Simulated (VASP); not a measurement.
# SrCl (Fm-3m) in VASP: further runs, part 2 of 2

VASP 6.6.1.

## 3. Relaxation of cell and atoms, r2SCAN

This run uses another cell than the first one, of 21.39 Å³/atom.

Input file POSCAR:

```
SrCl
1.0
    0.0000000000      2.7759049313      2.7759049313
    2.7759049313      0.0000000000      2.7759049313
    2.7759049313      2.7759049313      0.0000000000
Sr Cl
1 1
Direct
    0.5000000000      0.5000000000      0.5000000000
    0.0000000000      0.0000000000      0.0000000000
```

Input file INCAR.step1:

```
SYSTEM = SrCl
PREC = Accurate
ENCUT = 600
ISMEAR = 0
SIGMA = 0.1
LREAL = .False.
LASPH = .True.
NELM = 100
GGA = PE
ALGO = Normal
EDIFF = 1E-4
LWAVE = .True.
LCHARG = .False.
```

Input file INCAR.step2:

```
SYSTEM = SrCl
PREC = Accurate
ENCUT = 600
EDIFF = 1E-6
ISMEAR = 0
SIGMA = 0.1
LREAL = .False.
LASPH = .True.
NELM = 100
ALGO = Normal
ISIF = 3
LWAVE = .False.
LCHARG = .False.
METAGGA = R2SCAN
LMIXTAU = .True.
IBRION = 2
NSW = 80
EDIFFG = -0.05
ISTART = 1
```

Input file KPOINTS:

```
regular mesh
0
Gamma
  6 6 6
  0 0 0
```

Potentials or basis: VASP PAW PBE potentials, release 64 (Sr_sv, Cl).

The run is started by

```bash
$ cat potpaw_PBE.64/Sr_sv/POTCAR potpaw_PBE.64/Cl/POTCAR > POTCAR
$ cp INCAR.step1 INCAR
$ mpirun -np 1 vasp_std > vasp.out
$ cp INCAR.step2 INCAR
$ mpirun -np 1 vasp_std > vasp.out
```

OUTCAR:

```text
SYSTEM = SrCl
   PREC = Accurate
   ENCUT = 600
   EDIFF = 1E-6
   ISMEAR = 0
   LREAL = .False.
   LASPH = .True.
   NELM = 100
   ISIF = 3
   METAGGA = R2SCAN
   IBRION = 2
   NSW = 80
   EDIFFG = -0.05
   ISTART = 1

 ion  position               nearest neighbor table
   1  0.500  0.500  0.500-   2 2.78   2 2.78   2 2.78   2 2.78   2 2.78   2 2.78
   2  0.000  0.000  0.000-   1 2.78   1 2.78   1 2.78   1 2.78   1 2.78   1 2.78

  LATTYP: Found a face centered cubic cell.
 ALAT       =     5.5518098626

  Lattice vectors:

 A1 = (   0.0000000000,   2.7759049313,   2.7759049313)
 A2 = (   2.7759049313,   0.0000000000,   2.7759049313)
 A3 = (   2.7759049313,   2.7759049313,   0.0000000000)

Analysis of symmetry for initial positions (statically):
=====================================================================
 Subroutine PRICEL returns:
 Original cell was already a primitive cell.

 Routine SETGRP: Setting up the symmetry group for a
 face centered cubic supercell.

 Subroutine GETGRP returns: Found 48 space group operations
 (whereof 48 operations were pure point group operations)
 out of a pool of 48 trial point group operations.

The static configuration has the point symmetry O_h .

Analysis of symmetry for dynamics (positions and initial velocities):
=====================================================================
 Subroutine PRICEL returns:
 Original cell was already a primitive cell.

 Routine SETGRP: Setting up the symmetry group for a
 face centered cubic supercell.

 Subroutine GETGRP returns: Found 48 space group operations
 (whereof 48 operations were pure point group operations)
 out of a pool of 48 trial point group operations.

The dynamic configuration has the point symmetry O_h .

 Subroutine INISYM returns: Found 48 space group operations
 (whereof 48 operations are pure point group operations),
 and found     1 'primitive' translations

----------------------------------------------------------------------------------------

                                     Primitive cell

  volume of cell :      42.7803

  direct lattice vectors                    reciprocal lattice vectors
     0.000000000  2.775904931  2.775904931    -0.180121442  0.180121442  0.180121442
[... 92 lines left out ...]
   ISMEAR =     0;   SIGMA  =   0.10  broadening in eV -4-tet -1-fermi 0-gaus
   EFERMI_NEDOS =   21; number of points for ismear=-14 and -15
   IALGO  =     38    algorithm
   IMIX   =      4    mixing-type and parameters
     AMIX     =   0.40;   BMIX     =  1.00
     AMIX_MAG =   1.60;   BMIX_MAG =  1.00
  volume/ion in A,a.u.               =      21.39       144.35
  Fermi-wavevector in a.u.,A,eV,Ry     =   1.203584  2.274445 19.709609  1.448615
  Thomas-Fermi vector in A             =   2.339334
   LORBIT       =      0    0 simple, 1 ext, 2 COOP (PROOUT), +10 PAW based schemes
   METAGGA = R2SCAN    functional components
   LHFCALC =     F    Hartree Fock is set to
   AEXX    =    0.0000 exact exchange contribution
   IVDW    =     0    specifies the selected vdW correction
   LEPSILON=     F    determine dielectric tensor
   LRPA    =     F    only Hartree local field effects (RPA)
 conjugate gradient relaxation of ions
 non-spin polarized calculation
 Gauss-broadening in eV      SIGMA  =   0.10
  energy-cutoff  :      600.00
  volume of cell :       42.78
 maximum number of plane-waves:      1458
   NGX = 15   NGY = 15   NGZ = 15

--------------------------------------- Ionic step        1  -------------------------------------------

 number of electron      17.0000001 magnetization

 Free energy of the ion-electron system (eV)
  ---------------------------------------------------
  ext. energy  EPLUGINS =         0.00000000
  ---------------------------------------------------
  free energy    TOTEN  =       -24.27452772 eV

  energy without entropy =      -24.26813595  energy(sigma->0) =      -24.27133183

 E-fermi :   7.8366     XC(G=0): -10.6091

 val. band max:        7.4376059130   @ k =   0.0000   0.0000   0.0000
 cond. band min:       7.8602692118   @ k =  -0.1667   0.1667   0.0000
 fundamental gap:      0.4226632988
 Fermi energy:         7.8366325677

 k-point     1 :       0.0000    0.0000    0.0000
  band No.  band energies     occupation
      1     -30.5056      2.00000
      2     -12.9113      2.00000
      3     -11.8745      2.00000
      4     -11.8745      2.00000
      5     -11.8745      2.00000
      6       0.3451      2.00000
      7       0.3451      2.00000
      8       0.3451      2.00000
      9       7.4376      2.00000
     10       8.0155      0.01141
     11       8.0155      0.01141
     12       8.0155      0.01141
[... 294 lines left out ...]
--------------------------------------- Ionic step        3  -------------------------------------------

 number of electron      16.9999998 magnetization

 Free energy of the ion-electron system (eV)
  ---------------------------------------------------
  ext. energy  EPLUGINS =         0.00000000
  ---------------------------------------------------
  free energy    TOTEN  =       -24.67599754 eV

  energy without entropy =      -24.67055819  energy(sigma->0) =      -24.67327787

 E-fermi :   5.8661     XC(G=0):  -9.4937

 val. band max:        5.8564392714   @ k =   0.1667   0.1667   0.0000
 cond. band min:       6.2344433420   @ k =  -0.3333   0.3333   0.0000
 fundamental gap:      0.3780040707
 Fermi energy:         5.8661124586

 k-point     1 :       0.0000    0.0000    0.0000
  band No.  band energies     occupation
      1     -32.6972      2.00000
      2     -14.0676      2.00000
      3     -14.0676      2.00000
      4     -14.0676      2.00000
      5     -13.9552      2.00000
      6      -1.1090      2.00000
      7      -1.1090      2.00000
      8      -1.1090      2.00000
      9       4.6045      2.00000
     10       6.6238      0.00000
     11       6.6238      0.00000
     12       6.6238      0.00000
[... 252 lines left out ...]
  FREE ENERGIE OF THE ION-ELECTRON SYSTEM (eV)
  ---------------------------------------------------
  free  energy   TOTEN  =       -24.6759975415 eV

  energy  without entropy=      -24.6705581887  energy(sigma->0) =      -24.67327787

 reached required accuracy - stopping structural energy minimisation
```

OUTCAR.step1:

```text
SYSTEM = SrCl
   PREC = Accurate
   ENCUT = 600
   ISMEAR = 0
   LREAL = .False.
   LASPH = .True.
[... 450 lines left out ...]
      2.77590      2.77590      2.77590         0.000000      0.000000      0.000000
      0.00000      0.00000      0.00000         0.000000      0.000000     -0.000000
 -----------------------------------------------------------------------------------
    total drift:                                0.000000     -0.000000     -0.000000

  FREE ENERGIE OF THE ION-ELECTRON SYSTEM (eV)
  ---------------------------------------------------
  free  energy   TOTEN  =        -6.0601833673 eV

  energy  without entropy=       -6.0537108951  energy(sigma->0) =       -6.05694713
```

OSZICAR.step1:

```text
N       E                     dE             d eps       ncg     rms          rms(c)
DAV:   1     0.873827582422E+02    0.87383E+02   -0.89256E+03   384   0.139E+03
DAV:   2    -0.194663230582E+01   -0.89329E+02   -0.86287E+02   560   0.264E+02
DAV:   3    -0.601511420633E+01   -0.40685E+01   -0.40551E+01   548   0.507E+01
DAV:   4    -0.609585249105E+01   -0.80738E-01   -0.80639E-01   572   0.590E+00
DAV:   5    -0.609700218920E+01   -0.11497E-02   -0.11495E-02   520   0.663E-01    0.203E+01
DAV:   6    -0.606639582648E+01    0.30606E-01   -0.46072E-02   464   0.220E+00    0.120E+01
DAV:   7    -0.606073846948E+01    0.56574E-02   -0.56115E-02   476   0.274E+00    0.655E-01
DAV:   8    -0.606012608724E+01    0.61238E-03   -0.55260E-03   488   0.545E-01    0.224E-01
DAV:   9    -0.606018336726E+01   -0.57280E-04   -0.22589E-04   412   0.164E-01
   1 F= -.60601834E+01 E0= -.60569471E+01  d E =-.647247E-02
```

Wall time 1.9 min (1 thread of Oxide Virtual Turin-like, shared host); peak memory 0.17 GiB.

What came out:

```
Free energy                           : -24.6760 eV
Relaxed volume                        : 27.03 Å³/atom
Relaxed cell                          : a = 4.244 Å, b = 4.244 Å, c = 4.244 Å, α = 60.00°, β = 60.00°, γ = 60.00°
Space group after relaxing (to 0.1 Å) : Fm-3m (No. 225)
Energy gained by relaxing             : 200.7 meV/atom
Ionic steps                           : 3
Pressure after relaxing               : 0.2 GPa
Band gap on the k mesh                : zero (an odd number of electrons rules out a gap without spin polarisation)
```

Step by step:
| step | energy change (eV) | largest force (eV/Å) | pressure (GPa) | volume (Å³) |
| --- | --- | --- | --- | --- |
| 1 | 0.0000 | 0.0000 | 13.94 | 42.78 |
| 2 | -0.3994 | 0.0000 | -0.73 | 55.37 |
| 3 | -0.4015 | 0.0000 | 0.22 | 54.06 |

Final structure:
```
Sr Cl
1.0
     0.00000    3.00111    3.00111
     3.00111    0.00000    3.00111
     3.00111    3.00111    0.00000
Sr Cl
1 1
Direct
  0.50000 0.50000 0.50000
  0.00000 0.00000 0.00000
```

Caveat: the volume moved by over 15 % at a fixed basis, so the end points are rough; the PAW data sets were made with another functional, which shifts forces and pressure a little; an odd number of electrons without spin polarisation forces a metal; a magnetic or distorted state may lie lower. Zero-point motion and thermal expansion aren't in these numbers.

The gap in the log of VASP goes by the Fermi energy; the results here count the filled bands.